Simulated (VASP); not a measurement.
# BaTiO3 (Cm) in VASP: a series of runs

The runs below take BaTiO3 through single point, with PBE.

Everything below comes from runs of VASP 6.6.1. Logs are shortened: lines on timing, memory, paths and dates and some standing lists are left out, and cuts for length are marked.

## 1. The cell of the first run

The structure is monoclinic, space group Cm (No. 8). The conventional cell has a = 5.757 Å, b = 5.726 Å, c = 15.179 Å, α = 90.00°, β = 90.34°, γ = 90.00°. Within 3.7 Å of Ba (site symmetry m) lie 8 O at 2.78 to 2.98 Å and 4 Ti at 3.43 to 3.54 Å. Ba (site symmetry m) has 12 O at 2.78 to 2.98 Å and 8 Ti at 3.43 to 3.64 Å within 3.7 Å. Within 3.7 Å of Ba (site symmetry m) lie 12 O at 2.78 to 2.98 Å and 8 Ti at 3.43 to 3.64 Å. Ti (site symmetry m) has 5 O at 1.87 to 2.21 Å within 2.5 Å. Ti (site symmetry m) has 6 O at 1.87 to 2.21 Å within 2.5 Å. Within 2.5 Å of Ti (site symmetry m) lie 6 O at 1.87 to 2.21 Å. O (site symmetry 1) has 2 Ti at 1.87 to 2.21 Å within 2.5 Å. Within 2.5 Å of O (site symmetry 1) lie 2 Ti at 1.87 to 2.21 Å.

## 2. Single point, PBE

File INCAR:

```
SYSTEM = BaTiO3
PREC = Accurate
ENCUT = 520
EDIFF = 1E-7
ISMEAR = 0
SIGMA = 0.05
LREAL = Auto
LASPH = .True.
NELM = 60
ALGO = Normal
ISIF = 2
LWAVE = .False.
LCHARG = .True.
GGA = PE
LELF = .True.
LVHAR = .True.
NBANDS = 73
```

File KPOINTS:

```
Automatic mesh
0
Gamma
  6 6 2
  0 0 0
```

File POSCAR:

```
BaTiO3
1.0
    2.8630706609     -1.6529946168     -2.3563003513
    0.0000000000      3.3059892335     -2.3563003513
   10.7161178436      6.1869535217      8.7917945343
Ba Ti O
3 3 9
Direct
    0.9921709713      0.9921709713      0.7376891963
    0.9942553070      0.9942553070      0.2027838317
    0.9932131392      0.9932131392      0.4702365140
    0.4805285583      0.4805285583      0.0728641444
    0.4794863904      0.4794863904      0.3403168267
    0.4784442226      0.4784442226      0.6077695090
    0.5113543175      0.0219778972      0.0646282956
    0.5103121497      0.0209357294      0.3320809779
    0.5092699818      0.0198935615      0.5995336602
    0.0219778972      0.5113543175      0.0646282956
    0.0209357294      0.5103121497      0.3320809779
    0.0198935615      0.5092699818      0.5995336602
    0.5108443052      0.5108443052      0.1955133318
    0.5098021373      0.5098021373      0.4629660141
    0.5087599695      0.5087599695      0.7304186964
```

Potentials or basis: VASP PAW PBE potentials, release 64 (Ba_sv, Ti_sv, O).

Launch:

```
$ cat potpaw_PBE.64/Ba_sv/POTCAR potpaw_PBE.64/Ti_sv/POTCAR potpaw_PBE.64/O/POTCAR > POTCAR
$ mpirun -np 1 vasp_std > vasp.out
```

OUTCAR:

```text
SYSTEM = BaTiO3
   PREC = Accurate
   ENCUT = 520
   EDIFF = 1E-7
   ISMEAR = 0
   LREAL = Auto
   LASPH = .True.
   NELM = 60
   ISIF = 2
   GGA = PE

 ion  position               nearest neighbor table
   1  0.992  0.992  0.738-  15 2.78  12 2.87   9 2.87  15 2.87  15 2.87  12 2.98   9 2.98  15 2.98
                             6 3.43   6 3.48   6 3.48   6 3.54   3 4.06
   2  0.994  0.994  0.203-  13 2.78  11 2.78   8 2.78  10 2.87   7 2.87  13 2.87  13 2.87  11 2.87
                             8 2.87  10 2.98   7 2.98  13 2.98   4 3.43   5 3.48   4 3.48   4 3.48
   3  0.993  0.993  0.470-  14 2.78  12 2.78   9 2.78  11 2.87   8 2.87  12 2.87   9 2.87  14 2.87
                            14 2.87  14 2.98  11 2.98   8 2.98   5 3.43   6 3.48   5 3.48   5 3.48
   4  0.481  0.481  0.073-  13 1.87   7 1.87  10 1.87   7 2.21  10 2.21   2 3.43   2 3.48   2 3.48
                             2 3.54
   5  0.479  0.479  0.340-   8 1.87  11 1.87  14 1.87   8 2.21  13 2.21  11 2.21   3 3.43   2 3.48
                             3 3.48   3 3.48   2 3.54   2 3.54   3 3.54   2 3.64
   6  0.478  0.478  0.608-  15 1.87   9 1.87  12 1.87   9 2.21  12 2.21  14 2.21   1 3.43   3 3.48
                             1 3.48   1 3.48   3 3.54   3 3.54   1 3.54   3 3.64
   7  0.511  0.022  0.065-   4 1.87   4 2.21   2 2.87   2 2.98
   8  0.510  0.021  0.332-   5 1.87   5 2.21   2 2.78   3 2.87   2 2.87   3 2.98
   9  0.509  0.020  0.600-   6 1.87   6 2.21   3 2.78   1 2.87   3 2.87   1 2.98
  10  0.022  0.511  0.065-   4 1.87   4 2.21   2 2.87   2 2.98
  11  0.021  0.510  0.332-   5 1.87   5 2.21   2 2.78   3 2.87   2 2.87   3 2.98
  12  0.020  0.509  0.600-   6 1.87   6 2.21   3 2.78   1 2.87   3 2.87   1 2.98
  13  0.511  0.511  0.196-   4 1.87   5 2.21   2 2.78   2 2.87   2 2.87   2 2.98
  14  0.510  0.510  0.463-   5 1.87   6 2.21   3 2.78   3 2.87   3 2.87   3 2.98
  15  0.509  0.509  0.730-   6 1.87   1 2.78   1 2.87   1 2.87   1 2.98

  LATTYP: Found a base centered monoclinic cell.
 ALAT       =     5.7565762563
 B/A-ratio  =     0.9947130146
 C/A-ratio  =     2.6368514929
 COS(beta)  =    -0.0059992108

  Lattice vectors:

 A1 = (   2.8630706609,  -1.6529946168,  -2.3563003513)
 A2 = (   0.0000000000,   3.3059892335,  -2.3563003513)
 A3 = (  10.7161178436,   6.1869535217,   8.7917945343)

Analysis of symmetry for initial positions (statically):
=====================================================================
 Subroutine PRICEL returns:
 Original cell was already a primitive cell.

 Routine SETGRP: Setting up the symmetry group for a
 base centered monoclinic supercell.

 Subroutine GETGRP returns: Found  2 space group operations
 (whereof  2 operations were pure point group operations)
 out of a pool of  4 trial point group operations.

The static configuration has the point symmetry C_1h.

Analysis of symmetry for dynamics (positions and initial velocities):
=====================================================================
 Subroutine PRICEL returns:
 Original cell was already a primitive cell.

 Routine SETGRP: Setting up the symmetry group for a
 base centered monoclinic supercell.

 Subroutine GETGRP returns: Found  2 space group operations
 (whereof  2 operations were pure point group operations)
 out of a pool of  4 trial point group operations.

The dynamic configuration has the point symmetry C_1h.

 Subroutine INISYM returns: Found  2 space group operations
 (whereof  2 operations are pure point group operations),
 and found     1 'primitive' translations

----------------------------------------------------------------------------------------

                                     Primitive cell

  volume of cell :     250.1719

  direct lattice vectors                    reciprocal lattice vectors
     2.863070661 -1.652994617 -2.356300351     0.174455672 -0.100932187 -0.141612135
     0.000000000  3.305989234 -2.356300351    -0.000182002  0.201549137 -0.141612135
    10.716117844  6.186953522  8.791794534     0.046707314  0.026966480  0.037835115

  length of vectors
     4.059767993  4.059767993 15.179236695     0.246325160  0.246325160  0.065880651

  position of ions in fractional coordinates (direct lattice)
     0.992170971  0.992170971  0.737689196
     0.994255307  0.994255307  0.202783832
     0.993213139  0.993213139  0.470236514
     0.480528558  0.480528558  0.072864144
     0.479486390  0.479486390  0.340316827
     0.478444223  0.478444223  0.607769509
     0.511354318  0.021977897  0.064628296
     0.510312150  0.020935729  0.332080978
     0.509269982  0.019893561  0.599533660
     0.021977897  0.511354318  0.064628296
     0.020935729  0.510312150  0.332080978
     0.019893561  0.509269982  0.599533660
     0.510844305  0.510844305  0.195513332
     0.509802137  0.509802137  0.462966014
     0.508759969  0.508759969  0.730418696

  ion indices of the primitive-cell ions
   primitive index   ion index
                 1           1
                 2           2
                 3           3
                 4           4
                 5           5
                 6           6
                 7           7
                 8           8
                 9           9
                10          10
                11          11
                12          12
                13          13
                14          14
                15          15

----------------------------------------------------------------------------------------

 KPOINTS: Automatic mesh

Automatic generation of k-mesh.
 Grid dimensions read from file:
 generate k-points for:    6    6    2

 Generating k-lattice:

  Cartesian coordinates                     Fractional coordinates (reciprocal lattice)
     0.029075945 -0.016822031 -0.023602022     0.166666667  0.000000000  0.000000000
    -0.000030334  0.033591523 -0.023602022     0.000000000  0.166666667  0.000000000
     0.023353657  0.013483240  0.018917557     0.000000000  0.000000000  0.500000000

  Length of vectors
     0.041054193  0.041054193  0.032940326

  Shift w.r.t. Gamma in fractional coordinates (k-lattice)
     0.000000000  0.000000000  0.000000000

 Subroutine IBZKPT returns following result:
 ===========================================

 Found     26 irreducible k-points:

 Following reciprocal coordinates:
            Coordinates               Weight
  0.000000  0.000000  0.000000      1.000000
  0.166667  0.000000  0.000000      4.000000
  0.333333 -0.000000  0.000000      4.000000
  0.500000  0.000000  0.000000      2.000000
  0.166667  0.166667  0.000000      2.000000
  0.333333  0.166667  0.000000      4.000000
[... 16 lines left out ...]
  0.333333  0.333333  0.500000      2.000000
  0.500000  0.333333  0.500000      4.000000
 [... further k-points ...]
   k-points           NKPTS =     26   k-points in BZ     NKDIM =     26   number of bands    NBANDS=     73
   number of dos      NEDOS =    301   number of ions     NIONS =     15
   total plane-waves  NPLWV = 108000
   dimension x,y,z NGX =    30 NGY =   30 NGZ =  120
   dimension x,y,z NGXF=    60 NGYF=   60 NGZF=  240
   ions per type =               3   3   9
   NGX,Y,Z   is equivalent  to a cutoff of  12.28, 12.28, 13.14 a.u.
   NGXF,Y,Z  is equivalent  to a cutoff of  24.57, 24.57, 26.29 a.u.
 SYSTEM =  BaTiO3
   PREC   = accura    normal or accurate (medium, high low for compatibility)
   ISTART =      0    job   : 0-new  1-cont  2-samecut
   ICHARG =      2    charge: 1-file 2-atom 10-const
   ISPIN  =      1    spin polarized calculation?
   LNONCOLLINEAR =      F non collinear calculations
   LSORBIT =      F    spin-orbit coupling
   LASPH  =      T    aspherical Exc in radial PAW
   ENCUT  =  520.0 eV  38.22 Ry    6.18 a.u.   7.55  7.55 28.22*2*pi/ulx,y,z
   NELM   =     60;   NELMIN=  2; NELMDL= -5     # of ELM steps
   EDIFF  = 0.1E-06   stopping-criterion for ELM
   LREAL  =      T    real-space projection
   EDIFFG = 0.1E-05   stopping-criterion for IOM
   NSW    =      0    number of steps for IOM
   IBRION =     -1    ionic relax: 0-MD 1-quasi-New 2-CG
   NFREE  =      0    steps in history (QN), initial steepest desc. (CG)
   ISIF   =      2    stress and relaxation
   ISYM   =      2    0-nonsym 1-usesym 2-fastsym
   POTIM  = 0.5000    time-step for ionic-motion
   TEBEG  =    0.0;   TEEND  =   0.0 temperature during run
   PSTRESS=    0.0 pullay stress
   NELECT =     120.0000    total number of electrons
   NUPDOWN=      -1.0000    fix difference up-down
   EMIN   =  10.00;   EMAX   =-10.00  energy-range for DOS
   EFERMI =   0.00;   METHOD = LEGACY
   ISMEAR =     0;   SIGMA  =   0.05  broadening in eV -4-tet -1-fermi 0-gaus
   EFERMI_NEDOS =   21; number of points for ismear=-14 and -15
   IALGO  =     38    algorithm
   IMIX   =      4    mixing-type and parameters
     AMIX     =   0.40;   BMIX     =  1.00
     AMIX_MAG =   1.60;   BMIX_MAG =  1.00
  volume/ion in A,a.u.               =      16.68       112.55
  Fermi-wavevector in a.u.,A,eV,Ry     =   1.281511  2.421705 22.344455  1.642271
  Thomas-Fermi vector in A             =   2.413877
   LORBIT       =      0    0 simple, 1 ext, 2 COOP (PROOUT), +10 PAW based schemes
   GGA     = PE    functional components
   LHFCALC =     F    Hartree Fock is set to
   AEXX    =    0.0000 exact exchange contribution
   IVDW    =     0    specifies the selected vdW correction
   LEPSILON=     F    determine dielectric tensor
   LRPA    =     F    only Hartree local field effects (RPA)
 non-spin polarized calculation
 Gauss-broadening in eV      SIGMA  =   0.05
  energy-cutoff  :      520.00
  volume of cell :      250.17
 maximum number of plane-waves:      6784
   NGX = 15   NGY = 15   NGZ = 57

 number of electron     120.0000034 magnetization

 Free energy of the ion-electron system (eV)
  ---------------------------------------------------
  ext. energy  EPLUGINS =         0.00000000
  ---------------------------------------------------
  free energy    TOTEN  =      -118.32248862 eV

  energy without entropy =     -118.32229159  energy(sigma->0) =     -118.32239011

 E-fermi :   3.7082     XC(G=0):  -9.4670

 val. band max:        3.6362283042   @ k =   0.5000   0.5000   0.0000
 cond. band min:       3.7801678164   @ k =   0.0000   0.0000   0.5000
 fundamental gap:      0.1439395122
 Fermi energy:         3.7082248173

 k-point     1 :       0.0000    0.0000    0.0000
  band No.  band energies     occupation
      1     -55.1081      2.00000
      2     -54.3115      2.00000
      3     -53.3574      2.00000
      4     -31.3866      2.00000
      5     -31.3830      2.00000
      6     -31.3475      2.00000
[... 64 lines left out ...]
     71       6.0092      0.00000
     72       6.1155      0.00000

 k-point     2 :       0.1667    0.0000    0.0000
  band No.  band energies     occupation
      1     -55.1079      2.00000
      2     -54.3113      2.00000
      3     -53.3572      2.00000
      4     -31.3961      2.00000
      5     -31.3841      2.00000
      6     -31.3469      2.00000
[... 1642 lines left out ...]
 k-point    24 :       0.5000    0.3333    0.5000
  band No.  band energies     occupation
      1     -55.1067      2.00000
      2     -54.3101      2.00000
      3     -53.3561      2.00000
      4     -31.4270      2.00000
      5     -31.4150      2.00000
      6     -31.3437      2.00000
[... 64 lines left out ...]
     71       6.9676      0.00000
     72       7.2269      0.00000

 [... further k-points ...]

 [bands above 72 left out]

------------------------ aborting loop because EDIFF is reached ----------------------------------------

  FORCE on cell =-STRESS in cart. coord.  units (eV):
  Direction    XX          YY          ZZ          XY          YZ          ZX
  --------------------------------------------------------------------------------------
  -------------------------------------------------------------------------------------
  Total       -2.4855656     -3.0089780     -2.5120679      0.4532885      0.4040910      0.6999030
  in kB      -15.9183249    -19.2704188    -16.0880540      2.9029985      2.5879228      4.4823937
  external PRESSURE =     -17.0922659 kB  Pullay stress =       0.0000000 kB

 VOLUME and BASIS-vectors are now :
 -----------------------------------------------------------------------------
  energy-cutoff  :      520.00
  volume of cell :      250.17
      direct lattice vectors                 reciprocal lattice vectors
     2.863070661 -1.652994617 -2.356300351     0.174455672 -0.100932187 -0.141612135
     0.000000000  3.305989234 -2.356300351    -0.000182002  0.201549137 -0.141612135
    10.716117844  6.186953522  8.791794534     0.046707314  0.026966480  0.037835115

 POSITION                                       TOTAL-FORCE (eV/Angst)
 -----------------------------------------------------------------------------------
     10.74582      6.20410      1.80991        -0.161153     -0.093042     -0.055117
      5.01968      2.89811     -2.90269        -0.871695     -0.503273     -0.754779
      7.88275      4.55111     -0.54639        -0.510573     -0.294780     -0.440330
      2.15661      1.24512     -1.62393         0.562119      0.324539      0.955312
      5.01968      2.89811      0.73237        -0.916682     -0.529247     -0.657064
      7.88275      4.55111      3.08867        -0.343276     -0.198190     -0.556904
      2.15661     -0.37275     -0.68849        -0.209169      0.062885     -0.426016
      5.01968      1.28024      1.66781         0.323061      0.203842      0.276064
      7.88275      2.93323      4.02411         0.431226      0.071710      0.441601
      0.75549      2.05405     -0.68849        -0.050124     -0.212588     -0.426016
      3.61856      3.70705      1.66781         0.338063      0.177858      0.276064
      6.48163      5.36004      4.02411         0.277716      0.337598      0.441601
      3.55773      2.05405     -0.68849         0.303975      0.175500      0.403814
      6.42080      3.70705      1.66781         0.707653      0.408563      0.534406
      9.28387      5.36004      4.02411         0.118861      0.068625     -0.012634
 -----------------------------------------------------------------------------------
    total drift:                                0.024084      0.013905     -0.010405

  FREE ENERGIE OF THE ION-ELECTRON SYSTEM (eV)
  ---------------------------------------------------
  free  energy   TOTEN  =      -118.3224886226 eV

  energy  without entropy=     -118.3222915890  energy(sigma->0) =     -118.32239011
```

Run time: 12 min. Hardware: 1 thread of Intel Xeon Platinum 8559C (Emerald Rapids), shared host; peak memory 0.48 GiB.

Results:

- Free energy: -118.3225 eV
- Pressure: -1.7 GPa
- Largest force: 1.258 eV/Å
- Band gap on the k mesh: 0.14 eV, indirect (least direct gap 1.07 eV)

Forces on the atoms (eV/Å):
```
Ba  -0.161 -0.093 -0.055
Ba  -0.872 -0.503 -0.755
Ba  -0.511 -0.295 -0.440
Ti   0.562  0.325  0.955
Ti  -0.917 -0.529 -0.657
Ti  -0.343 -0.198 -0.557
O   -0.209  0.063 -0.426
O    0.323  0.204  0.276
O    0.431  0.072  0.442
O   -0.050 -0.213 -0.426
O    0.338  0.178  0.276
O    0.278  0.338  0.442
O    0.304  0.175  0.404
O    0.708  0.409  0.534
O    0.119  0.069 -0.013
```

Caveat: spin-orbit coupling is left out, which moves the levels of the heavy elements; forces of over 1 eV/Å act on the atoms, so gaps and moduli don't describe the material at rest. A k mesh can miss the band edges.

## 3. Single point, PBE

This run uses another cell than the first one, of 13.05 Å³/atom, 0.783 times its volume.

File INCAR:

```
SYSTEM = BaTiO3
PREC = Accurate
ENCUT = 520
EDIFF = 1E-6
ISMEAR = 0
SIGMA = 0.05
LREAL = Auto
LASPH = .TRUE.
NELM = 80
ALGO = Normal
ISIF = 2
LWAVE = .FALSE.
LCHARG = .TRUE.
GGA = PE
LELF = .TRUE.
LVHAR = .TRUE.
NBANDS = 73
```

File KPOINTS:

```
regular mesh
0
G
  6 6 2
  0 0 0
```

File POSCAR:

```
BaTiO3
1.0
    2.8630706609     -1.6529946168     -2.3563003513
    0.0000000000      3.3059892335     -2.3563003513
    8.3765213965      4.8361868832      6.8966117060
Ba Ti O
3 3 9
Direct
    0.9954127891      0.9954127891      0.9426207410
    0.9951464523      0.9951464523      0.2591175886
    0.9952796207      0.9952796207      0.6008691648
    0.4808487640      0.4808487640      0.0931059505
    0.4809819324      0.4809819324      0.4348575267
    0.4811151008      0.4811151008      0.7766091029
    0.5116383303      0.0222619100      0.0825821663
    0.5117714987      0.0223950784      0.4243337425
    0.5119046672      0.0225282469      0.7660853187
    0.0222619100      0.5116383303      0.0825821663
    0.0223950784      0.5117714987      0.4243337425
    0.0225282469      0.5119046672      0.7660853187
    0.5117034998      0.5117034998      0.2498273293
    0.5118366682      0.5118366682      0.5915789055
    0.5119698366      0.5119698366      0.9333304817
```

Potentials or basis: VASP PAW PBE potentials, release 64 (Ba_sv, Ti_sv, O).

Launch:

```
$ cat potpaw_PBE.64/Ba_sv/POTCAR potpaw_PBE.64/Ti_sv/POTCAR potpaw_PBE.64/O/POTCAR > POTCAR
$ mpirun -np 1 vasp_std > vasp.out
```

It took 12 min on 1 thread of Intel Xeon Platinum 8259CL at 2.50GHz (Skylake/Cascade Lake), shared host; peak memory 0.41 GiB.

The run converged. Its results:

```
Free energy            : -119.6500 eV
Pressure               : 6.2 GPa
Largest force          : 1.779 eV/Å
Band gap on the k mesh : 2.47 eV, indirect (least direct gap 2.82 eV)
```

Forces on the atoms (eV/Å):
```
Ba  -1.002 -0.578 -0.962
Ba   0.218  0.126  0.147
Ba  -0.043 -0.025 -0.077
Ti   0.903  0.521  0.618
Ti  -0.200 -0.115 -0.250
Ti  -0.568 -0.328 -0.356
O    0.498  0.229  0.719
O    0.038 -0.006  0.068
O    0.007  0.066  0.001
O    0.447  0.317  0.719
O    0.014  0.036  0.068
O    0.061 -0.027  0.001
O    0.559  0.323  0.344
O    0.199  0.115  0.163
O   -1.133 -0.654 -1.205
```

Stress tensor (GPa, compression positive):
```
6.92 1.31 1.96
1.31 5.41 1.13
1.96 1.13 6.31
```

Levels at points of the mesh, in eV from the valence-band top:
| k point | band 57 | band 58 | band 59 | band 60 | band 61 | band 62 | band 63 | band 64 |
| --- | --- | --- | --- | --- | --- | --- | --- | --- |
| (0.00, 0.00, 0.00) | -0.83 | -0.67 | -0.53 | -0.51 | 2.47 | 2.48 | 2.61 | 2.63 |
| (0.50, 0.00, 0.00) | -0.94 | -0.82 | -0.35 | -0.19 | 2.63 | 3.42 | 3.60 | 3.73 |
| (0.50, 0.50, 0.00) | -0.21 | -0.21 | -0.14 | -0.05 | 3.70 | 3.71 | 4.00 | 4.03 |
| (0.00, 0.00, 0.50) | -0.70 | -0.60 | -0.56 | -0.52 | 2.47 | 2.53 | 2.69 | 2.72 |
| (0.50, 0.00, 0.50) | -0.87 | -0.82 | -0.73 | -0.09 | 2.74 | 3.05 | 3.58 | 3.70 |
| (0.50, 0.50, 0.50) | -0.15 | -0.05 | -0.03 | 0.00 | 3.67 | 3.77 | 3.90 | 4.02 |

Caveat: spin-orbit coupling is left out, which moves the levels of the heavy elements; forces of over 1 eV/Å act on the atoms, so gaps and moduli don't describe the material at rest.
